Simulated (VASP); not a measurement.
Write the native input for VASP 6.6.1 that does the following.

| Item | Value |
| --- | --- |
| Task | relaxation of cell and atoms |
| Functional | PBE |
| Potentials or basis | VASP PAW PBE potentials, release 64 (Hf_pv) |
| Cutoff | 600 eV |
| k mesh | 19 × 19 × 19 |
| Occupations | fermi-dirac, width 0.1 eV |
| Spin | no spin polarisation |
| Target pressure | 250 GPa |
| Dipole correction | no |
| Further INCAR settings | ALGO = Normal; EDIFF = 1e-07; IBRION = 2; EDIFFG = -0.005; NSW = 60; ISIF = 3 |

The structure of Hf lies in POSCAR:

```
Hf
1.0
   -1.4038700808      1.4038700808      1.4038700808
    1.4038700808     -1.4038700808      1.4038700808
    1.4038700808      1.4038700808     -1.4038700808
Hf
1
Direct
    0.0000000000      0.0000000000      0.0000000000
```

The input as run:

INCAR

```
SYSTEM = Hf
ALGO = Normal
EDIFF = 1E-7
EDIFFG = -0.005
ENCUT = 600
GGA = PE
IBRION = 2
ISIF = 3
ISMEAR = -1
LASPH = .TRUE.
LCHARG = .FALSE.
LREAL = .FALSE.
LWAVE = .FALSE.
NELM = 100
NSW = 60
PREC = Accurate
PSTRESS = 2500.0
SIGMA = 0.1
```

KPOINTS

```
k-points
0
G
  19 19 19
  0 0 0
```

Potentials or basis: VASP PAW PBE potentials, release 64 (Hf_pv).

Command:

```bash
$ cat potpaw_PBE.64/Hf_pv/POTCAR > POTCAR
$ mpirun -np 1 vasp_std > vasp.out
```

It gave:

```yaml
Relaxed_volume: 10.86 Å³/atom
Relaxed_cell: a = 2.416 Å, b = 2.416 Å, c = 2.416 Å, α = 109.47°, β = 109.47°, γ = 109.47°
Space_group_after_relaxing_to_0.05_Å: Im-3m (No. 229)
Energy_change_on_relaxing_the_enthalpy_is_what_falls: +310.5 meV/atom
Ionic_steps: 7
Pressure_after_relaxing: 250.0 GPa
Band_gap_on_the_k_mesh: zero (band 5 reaches 12.29 eV, above the bottom of band 6 at 9.16 eV)
```

Caveat: the cell is relaxed towards a set pressure, so the enthalpy falls and the energy may rise; spin-orbit coupling is left out, which moves the levels of the heavy elements.

Run time: 38 s on 1 thread of Intel(R) Xeon(R) 6975P-C (Granite Rapids), with other jobs on the host, peak memory 0.16 GiB.
